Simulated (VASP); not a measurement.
# MgPtS3 (P6/mmm) in VASP: single point with PBE

Aim: the single point of MgPtS3 with PBE.

All numbers are computed with VASP 6.6.1; they aren't measurements. Logs are shortened: lines on timing, memory, paths and dates and some standing lists are left out, and cuts for length are marked.

## Step 1: The cell of the first run

It takes space group P6/mmm (No. 191, hexagonal). Conventional cell: a = 5.284 Å, b = 5.284 Å, c = 4.980 Å, α = 90.00°, β = 90.00°, γ = 120.00°. Mg (site symmetry 6/mmm) has 2 Pt at 2.49 Å and 6 S at 2.64 Å within 3.3 Å. Pt (site symmetry 6/mmm) has 2 Mg at 2.49 Å within 3.3 Å. Within 3.5 Å of S (site symmetry mmm) lie 2 Mg at 2.64 Å and 4 S at 2.64 Å.

## Step 2: Single point, PBE

File INCAR:

```
SYSTEM = MgPtS3
  PREC = Accurate
  ENCUT = 600
  EDIFF = 1E-6
  ISMEAR = 0
  SIGMA = 0.15
  LREAL = .FALSE.
  LASPH = .TRUE.
  NELM = 120
  ALGO = Normal
  ISIF = 2
  LWAVE = .FALSE.
  LCHARG = .FALSE.
  GGA = PE
  NBANDS = 23
  GGA_COMPAT = .FALSE.
```

File KPOINTS:

```
regular mesh
0
G
  3 3 3
  0 0 0
```

File POSCAR:

```
MgPtS3
1.0
    5.2841332782      0.0000000029      0.0000000000
   -2.6420666416      4.5761936545      0.0000000000
    0.0000000000      0.0000000000      4.9800740888
Mg Pt S
1 1 3
Direct
    0.0000000000      0.0000000000      0.0000000000
    0.0000000000      0.0000000000      0.5000000000
    0.5000000000      0.0000000000      0.0000000000
    0.0000000000      0.5000000000      0.0000000000
    0.5000000000      0.5000000000      0.0000000000
```

Potentials or basis: VASP PAW PBE potentials, release 64 (Mg, Pt, S).

Run with:

```
$ cat potpaw_PBE.64/Mg/POTCAR potpaw_PBE.64/Pt/POTCAR potpaw_PBE.64/S/POTCAR > POTCAR
$ mpirun -np 1 vasp_std > vasp.out
```

OUTCAR:

```text
SYSTEM = MgPtS3
   PREC = Accurate
   ENCUT = 600
   EDIFF = 1E-6
   ISMEAR = 0
   LREAL = .FALSE.
   LASPH = .TRUE.
   NELM = 120
   ISIF = 2
   GGA = PE

 ion  position               nearest neighbor table
   1  0.000  0.000  0.000-   2 2.49   2 2.49   3 2.64   3 2.64   4 2.64   4 2.64   5 2.64   5 2.64

   2  0.000  0.000  0.500-   1 2.49   1 2.49
   3  0.500  0.000  0.000-   1 2.64   1 2.64   5 2.64   5 2.64   4 2.64   4 2.64
   4  0.000  0.500  0.000-   5 2.64   5 2.64   1 2.64   1 2.64   3 2.64   3 2.64
   5  0.500  0.500  0.000-   4 2.64   4 2.64   3 2.64   3 2.64   1 2.64   1 2.64

  LATTYP: Found a hexagonal cell.
 ALAT       =     5.2841332782
 C/A-ratio  =     0.9424580772

  Lattice vectors:

 A1 = (   5.2841332782,   0.0000000029,   0.0000000000)
 A2 = (  -2.6420666416,   4.5761936545,   0.0000000000)
 A3 = (   0.0000000000,   0.0000000000,   4.9800740888)

Analysis of symmetry for initial positions (statically):
=====================================================================
 Subroutine PRICEL returns:
 Original cell was already a primitive cell.

 Routine SETGRP: Setting up the symmetry group for a
 hexagonal supercell.

 Subroutine GETGRP returns: Found 24 space group operations
 (whereof 24 operations were pure point group operations)
 out of a pool of 24 trial point group operations.

The static configuration has the point symmetry D_6h.

Analysis of symmetry for dynamics (positions and initial velocities):
=====================================================================
 Subroutine PRICEL returns:
 Original cell was already a primitive cell.

 Routine SETGRP: Setting up the symmetry group for a
 hexagonal supercell.

 Subroutine GETGRP returns: Found 24 space group operations
 (whereof 24 operations were pure point group operations)
 out of a pool of 24 trial point group operations.

The dynamic configuration has the point symmetry D_6h.

 Subroutine INISYM returns: Found 24 space group operations
 (whereof 24 operations are pure point group operations),
 and found     1 'primitive' translations

----------------------------------------------------------------------------------------

                                     Primitive cell

  volume of cell :     120.4243

  direct lattice vectors                    reciprocal lattice vectors
     5.284133278  0.000000003  0.000000000     0.189245794  0.109261110  0.000000000
    -2.642066642  4.576193654  0.000000000    -0.000000000  0.218522221  0.000000000
     0.000000000  0.000000000  4.980074089     0.000000000  0.000000000  0.200800225

  length of vectors
     5.284133278  5.284133278  4.980074089     0.218522221  0.218522221  0.200800225

  position of ions in fractional coordinates (direct lattice)
     0.000000000  0.000000000  0.000000000
     0.000000000  0.000000000  0.500000000
     0.500000000  0.000000000  0.000000000
     0.000000000  0.500000000  0.000000000
     0.500000000  0.500000000  0.000000000

  ion indices of the primitive-cell ions
   primitive index   ion index
                 1           1
                 2           2
                 3           3
                 4           4
                 5           5

----------------------------------------------------------------------------------------

 KPOINTS: regular mesh

Automatic generation of k-mesh.
 Grid dimensions read from file:
 generate k-points for:    3    3    3

 Generating k-lattice:

  Cartesian coordinates                     Fractional coordinates (reciprocal lattice)
     0.063081931  0.036420370  0.000000000     0.333333333  0.000000000  0.000000000
    -0.000000000  0.072840740  0.000000000    -0.000000000  0.333333333  0.000000000
     0.000000000  0.000000000  0.066933408     0.000000000  0.000000000  0.333333333

  Length of vectors
     0.072840740  0.072840740  0.066933408

  Shift w.r.t. Gamma in fractional coordinates (k-lattice)
     0.000000000  0.000000000  0.000000000

 Subroutine IBZKPT returns following result:
 ===========================================

 Found      6 irreducible k-points:

 Following reciprocal coordinates:
            Coordinates               Weight
  0.000000  0.000000  0.000000      1.000000
  0.333333 -0.000000  0.000000      6.000000
  0.333333  0.333333  0.000000      2.000000
  0.000000  0.000000  0.333333      2.000000
  0.333333 -0.000000  0.333333     12.000000
  0.333333  0.333333  0.333333      4.000000
   k-points           NKPTS =      6   k-points in BZ     NKDIM =      6   number of bands    NBANDS=     23
   number of dos      NEDOS =    301   number of ions     NIONS =      5
   total plane-waves  NPLWV =  70560
   dimension x,y,z NGX =    42 NGY =   42 NGZ =   40
   dimension x,y,z NGXF=    84 NGYF=   84 NGZF=   80
   ions per type =               1   1   3
   NGX,Y,Z   is equivalent  to a cutoff of  13.21, 13.21, 13.35 a.u.
   NGXF,Y,Z  is equivalent  to a cutoff of  26.43, 26.43, 26.71 a.u.
 SYSTEM =  MgPtS3
   PREC   = accura    normal or accurate (medium, high low for compatibility)
   ISTART =      0    job   : 0-new  1-cont  2-samecut
   ICHARG =      2    charge: 1-file 2-atom 10-const
   ISPIN  =      1    spin polarized calculation?
   LNONCOLLINEAR =      F non collinear calculations
   LSORBIT =      F    spin-orbit coupling
   LASPH  =      T    aspherical Exc in radial PAW
   ENCUT  =  600.0 eV  44.10 Ry    6.64 a.u.  10.55 10.55  9.95*2*pi/ulx,y,z
   NELM   =    120;   NELMIN=  2; NELMDL= -5     # of ELM steps
   EDIFF  = 0.1E-05   stopping-criterion for ELM
   LREAL  =      F    real-space projection
   EDIFFG = 0.1E-04   stopping-criterion for IOM
   NSW    =      0    number of steps for IOM
   IBRION =     -1    ionic relax: 0-MD 1-quasi-New 2-CG
   NFREE  =      0    steps in history (QN), initial steepest desc. (CG)
   ISIF   =      2    stress and relaxation
   ISYM   =      2    0-nonsym 1-usesym 2-fastsym
   POTIM  = 0.5000    time-step for ionic-motion
   TEBEG  =    0.0;   TEEND  =   0.0 temperature during run
   PSTRESS=    0.0 pullay stress
   NELECT =      30.0000    total number of electrons
   NUPDOWN=      -1.0000    fix difference up-down
   EMIN   =  10.00;   EMAX   =-10.00  energy-range for DOS
   EFERMI =   0.00;   METHOD = LEGACY
   ISMEAR =     0;   SIGMA  =   0.15  broadening in eV -4-tet -1-fermi 0-gaus
   EFERMI_NEDOS =   21; number of points for ismear=-14 and -15
   IALGO  =     38    algorithm
   IMIX   =      4    mixing-type and parameters
     AMIX     =   0.40;   BMIX     =  1.00
     AMIX_MAG =   1.60;   BMIX_MAG =  1.00
  volume/ion in A,a.u.               =      24.08       162.53
  Fermi-wavevector in a.u.,A,eV,Ry     =   1.030095  1.946597 14.437082  1.061096
  Thomas-Fermi vector in A             =   2.164176
   LORBIT       =      0    0 simple, 1 ext, 2 COOP (PROOUT), +10 PAW based schemes
   GGA     = PE    functional components
   LHFCALC =     F    Hartree Fock is set to
   AEXX    =    0.0000 exact exchange contribution
   IVDW    =     0    specifies the selected vdW correction
   LEPSILON=     F    determine dielectric tensor
   LRPA    =     F    only Hartree local field effects (RPA)
 non-spin polarized calculation
 Gauss-broadening in eV      SIGMA  =   0.15
  energy-cutoff  :      600.00
  volume of cell :      120.42
 maximum number of plane-waves:      4024
 NGX is ok and might be reduce to    42
   NGX = 21   NGY = 21   NGZ = 19

 number of electron      30.0000008 magnetization

 Free energy of the ion-electron system (eV)
  ---------------------------------------------------
  ext. energy  EPLUGINS =         0.00000000
  ---------------------------------------------------
  free energy    TOTEN  =       -15.39804126 eV

  energy without entropy =      -15.30058657  energy(sigma->0) =      -15.34931392

 E-fermi :   2.4791     XC(G=0):  -8.8073

 val. band max:        2.4711940675   @ k =   0.3333  -0.0000   0.0000
 cond. band min:       2.5086398976   @ k =   0.0000   0.0000   0.3333
 fundamental gap:      0.0374458301
 Fermi energy:         2.4791486687

 k-point     1 :       0.0000    0.0000    0.0000
  band No.  band energies     occupation
      1     -12.0983      2.00000
      2      -8.3673      2.00000
      3      -8.3673      2.00000
      4      -4.0268      2.00000
      5      -2.4180      2.00000
      6      -2.4180      2.00000
      7      -0.9527      2.00000
      8      -0.3871      2.00000
      9       1.3024      2.00000
     10       1.3024      2.00000
     11       1.7130      2.00000
     12       1.8969      2.00000
     13       1.8969      2.00000
     14       2.1472      1.99825
     15       2.1472      1.99825
     16       4.3117      0.00000
     17       5.6683      0.00000
     18       5.6683      0.00000
     19       6.4534      0.00000
     20       7.6082      0.00000
     21       9.4958      0.00000
     22       9.7537      0.00000
     23       9.7537      0.00000

 k-point     2 :       0.3333   -0.0000    0.0000
  band No.  band energies     occupation
      1     -11.5640      2.00000
      2      -9.6977      2.00000
      3      -8.5087      2.00000
      4      -3.3746      2.00000
      5      -1.6060      2.00000
      6      -1.1358      2.00000
      7      -0.6171      2.00000
      8       0.5904      2.00000
      9       0.9053      2.00000
     10       1.0091      2.00000
     11       1.6760      2.00000
     12       1.8511      2.00000
     13       2.0183      1.99999
     14       2.2722      1.94894
     15       2.3676      1.70712
     16       2.4712      1.05978
     17       2.8557      0.00038
     18       5.4195      0.00000
     19       6.4213      0.00000
     20       6.8605      0.00000
     21       7.5879      0.00000
     22       8.8917      0.00000
     23      10.7477      0.00000

 k-point     3 :       0.3333    0.3333    0.0000
  band No.  band energies     occupation
      1     -10.7236      2.00000
      2     -10.7236      2.00000
      3      -8.7621      2.00000
      4      -2.2971      2.00000
      5      -1.3193      2.00000
      6      -1.3193      2.00000
      7      -0.0628      2.00000
      8      -0.0628      2.00000
      9       1.0533      2.00000
     10       1.7152      2.00000
     11       1.7776      2.00000
     12       1.7776      2.00000
     13       2.0083      1.99999
     14       2.0083      1.99999
     15       2.3117      1.88568
     16       2.3117      1.88568
     17       2.8831      0.00014
     18       3.4025      0.00000
     19       6.3129      0.00000
     20       6.8679      0.00000
     21       6.8679      0.00000
     22       9.5597      0.00000
     23       9.5597      0.00000

 k-point     4 :       0.0000    0.0000    0.3333
  band No.  band energies     occupation
      1     -12.0751      2.00000
      2      -8.3555      2.00000
      3      -8.3555      2.00000
      4      -4.0141      2.00000
      5      -2.4926      2.00000
      6      -2.4926      2.00000
      7      -1.7696      2.00000
      8       0.5240      2.00000
      9       1.3532      2.00000
     10       1.3532      2.00000
     11       1.6543      2.00000
     12       1.6543      2.00000
     13       2.5086      0.78098
     14       2.6407      0.12773
     15       2.6407      0.12773
     16       4.2640      0.00000
     17       4.3179      0.00000
     18       5.7162      0.00000
     19       5.7162      0.00000
     20       7.5017      0.00000
     21       7.5017      0.00000
     22       8.7353      0.00000
     23       9.2560      0.00000

 k-point     5 :       0.3333   -0.0000    0.3333
  band No.  band energies     occupation
      1     -11.5473      2.00000
      2      -9.6829      2.00000
      3      -8.5010      2.00000
      4      -3.2398      2.00000
      5      -1.4938      2.00000
      6      -1.2223      2.00000
      7      -1.0618      2.00000
      8       0.3376      2.00000
      9       0.8984      2.00000
     10       1.3426      2.00000
     11       1.4958      2.00000
     12       1.6013      2.00000
     13       2.1072      1.99955
     14       2.2769      1.94341
     15       2.3455      1.79230
     16       2.6598      0.08850
     17       3.0672      0.00000
     18       5.2351      0.00000
     19       5.4360      0.00000
     20       7.9209      0.00000
     21       8.2263      0.00000
     22       9.4157      0.00000
     23      10.0334      0.00000

 k-point     6 :       0.3333    0.3333    0.3333
  band No.  band energies     occupation
      1     -10.7139      2.00000
      2     -10.7139      2.00000
      3      -8.7341      2.00000
      4      -1.9142      2.00000
      5      -1.3260      2.00000
      6      -1.3260      2.00000
      7      -0.0881      2.00000
      8      -0.0881      2.00000
      9       0.2389      2.00000
     10       1.3731      2.00000
     11       1.4611      2.00000
     12       1.4611      2.00000
     13       1.9138      2.00000
     14       1.9138      2.00000
     15       2.4033      1.52567
     16       2.4033      1.52567
     17       3.3387      0.00000
     18       3.4106      0.00000
     19       6.5630      0.00000
     20       8.1255      0.00000
     21       8.1255      0.00000
     22       9.9741      0.00000
     23       9.9741      0.00000

------------------------ aborting loop because EDIFF is reached ----------------------------------------

  FORCE on cell =-STRESS in cart. coord.  units (eV):
  Direction    XX          YY          ZZ          XY          YZ          ZX
  --------------------------------------------------------------------------------------
  -------------------------------------------------------------------------------------
  Total       -0.0855992     -0.0855992      0.2889537     -0.0000000     -0.0000000      0.0000000
  in kB       -1.1388500     -1.1388500      3.8443671     -0.0000000     -0.0000000      0.0000000
  external PRESSURE =       0.5222223 kB  Pullay stress =       0.0000000 kB

 VOLUME and BASIS-vectors are now :
 -----------------------------------------------------------------------------
  energy-cutoff  :      600.00
  volume of cell :      120.42
      direct lattice vectors                 reciprocal lattice vectors
     5.284133278  0.000000003  0.000000000     0.189245794  0.109261110  0.000000000
    -2.642066642  4.576193654  0.000000000    -0.000000000  0.218522221  0.000000000
     0.000000000  0.000000000  4.980074089     0.000000000  0.000000000  0.200800225

 POSITION                                       TOTAL-FORCE (eV/Angst)
 -----------------------------------------------------------------------------------
      0.00000      0.00000      0.00000        -0.000000      0.000000      0.000000
      0.00000      0.00000      2.49004         0.000000      0.000000      0.000000
      2.64207      0.00000      0.00000        -0.000000      0.000000      0.000000
     -1.32103      2.28810      0.00000         0.000000      0.000000      0.000000
      1.32103      2.28810      0.00000         0.000000      0.000000      0.000000
 -----------------------------------------------------------------------------------
    total drift:                               -0.000000     -0.000000     -0.000000

  FREE ENERGIE OF THE ION-ELECTRON SYSTEM (eV)
  ---------------------------------------------------
  free  energy   TOTEN  =       -15.3980412625 eV

  energy  without entropy=      -15.3005865744  energy(sigma->0) =      -15.34931392
```

Wall time 17 s (1 thread of AMD EPYC 9R45 (Zen 5), shared host); peak memory 0.22 GiB.

What came out:

```
Free energy            : -15.3980 eV
Pressure               : 0.1 GPa
Band gap on the k mesh : zero (band 15 reaches 2.64 eV, above the bottom of band 16 at 2.31 eV)
```

Stress tensor (GPa, compression positive):
```
-0.11  0.00  0.00
 0.00 -0.11  0.00
 0.00  0.00  0.38
```

Levels at points of the mesh, in eV from the Fermi level:
```
           k point  band 13  band 14  band 15  band 16  band 17  band 18
(0.00, 0.00, 0.00)    -0.58    -0.33    -0.33     1.83     3.19     3.19
```

Caveat: the k points lie up to 0.46 Å⁻¹ apart; spin-orbit coupling is left out, which moves the levels of the heavy elements.
